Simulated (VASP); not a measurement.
The system is SnPbO2.

```
CELL_PARAMETERS angstrom
3.86827 0.00000 0.00000
0.00000 3.86827 0.00000
0.00000 0.00000 4.89753
ATOMIC_POSITIONS crystal
Sn 0.00000 0.00000 0.22479
Pb 0.50000 0.50000 0.74569
O 0.50000 0.00000 0.01476
O 0.00000 0.50000 0.01476
```

Base run:

* Program: VASP 6.6.1
* Functional: PBE
* Potentials or basis: VASP PAW PBE potentials, release 64 (Sn_d, Pb_d, O)
* Cutoff: 520 eV
* k mesh: 6 × 6 × 6
* Occupations: fermi-dirac, width 0.02 eV
* Spin: no spin polarisation

Its results: band gap on the k mesh 0.57 eV (least direct gap 1.77 eV); pressure 5.1 GPa; largest force 0.552 eV/Å.

**Question.** The run is repeated on the same cell with these changes: functional from PBE to r2SCAN; occupations from fermi-dirac, width 0.02 eV to gaussian, width 0.01 eV. What comes out?

**Answer.** Band gap on the k mesh 0.78 eV (least direct gap 2.11 eV); pressure 1.8 GPa; largest force 0.111 eV/Å.

Caveats: spin-orbit coupling is left out, which moves the levels of the heavy elements; the cell stands under pressure (at least some runs); the PAW data sets were made with another functional, which shifts forces and pressure a little (at least some runs).

A k mesh can miss the band edges.
